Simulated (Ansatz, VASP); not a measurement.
Two plane-wave programs on Zr

File INCAR:

```
SYSTEM = Zr
ALGO = Normal
DIPOL = 0.5 0.5 0.500
EDIFF = 1E-6
ENCUT = 400
GGA = PS
GGA_COMPAT = .FALSE.
IDIPOL = 3
ISIF = 2
ISMEAR = -1
LASPH = .TRUE.
LCHARG = .FALSE.
LDIPOL = .TRUE.
LREAL = .FALSE.
LWAVE = .FALSE.
NBANDS = 38
NELM = 120
NELMDL = -8
PREC = Accurate
SIGMA = 0.05
```

KPOINTS

```
k-points
0
G
  20 20 1
  0 0 0
```

Contents of POSCAR:

```
Zr
1.0
    3.0483155759      0.0000000000      0.0000000000
   -1.0161051920      2.8739794865      0.0000000000
    0.0000000000      0.0000000000     18.7991000000
Zr
5
Direct
    0.0000000000      0.0000000000      0.2393720941
    0.5000000000      0.5000000000      0.3642942534
    0.0000000000      0.0000000000      0.4999999969
    0.5000000000      0.5000000000      0.6357056748
    0.0000000000      0.0000000000      0.7606279059
```

Input for Ansatz:

```yaml
crystal:
  lattice:
    - [3.0483155759, 0.0, 0.0]
    - [-1.016105192, 2.8739794865, 0.0]
    - [0.0, 0.0, 18.7991]
  atoms:
    - { symbol: Zr, position: [0.0, 0.0, 0.2393720941] }
    - { symbol: Zr, position: [0.5, 0.5, 0.3642942534] }
    - { symbol: Zr, position: [0.0, 0.0, 0.4999999969] }
    - { symbol: Zr, position: [0.5, 0.5, 0.6357056748] }
    - { symbol: Zr, position: [0.0, 0.0, 0.7606279059] }
kpoints:
  mp_grid: { grid: [20, 20, 1] }
scf:
  occupations: { method: fermi_dirac, width: 0.05 }
  mixing: { preconditioner: resta }
hamiltonian:
  xc: pbesol
  pseudopotentials: { kind: paw }
output:
  forces: true
  stress: true
  eigenvalues: true
efield:
  axis: 3
  amplitude: 0
  dipole_correction: true
basis:
  ecutwfc: "450 eV"
```

Alike in both runs: task single point; functional PBEsol; k mesh 20 × 20 × 1; occupations fermi-dirac, width 0.05 eV; no spin polarisation.

|  | VASP | Ansatz |
| --- | --- | --- |
| version | VASP 6.6.1 | Ansatz 0.2.0 |
| potentials or method | VASP PAW PBE potentials, release 64 (Zr_sv), cutoff 400 eV | PAW with Ansatz's default frozen-core files, scalar-relativistic |
| valence electrons in the cell | 60 | 60 |

Ansatz gave:

| Quantity | Value |
| --- | --- |
| gap on the k mesh at the Fermi level (eV) | none |
| rms of the force components (eV/Å) | 0.010 |

Estimate VASP's values.

gap on the k mesh at the Fermi level (eV): none; rms of the force components (eV/Å): 0.007.

VASP's potentials were made for PBE, not for PBEsol. Atom by atom the forces differ by 0.005 eV/Å (rms over components). A gap of «none» marks a metal or a gap that the smearing closes. With one functional, cell and mesh, what is left measures potentials, basis and numerics. Ansatz's warnings: vacuum density over bound.
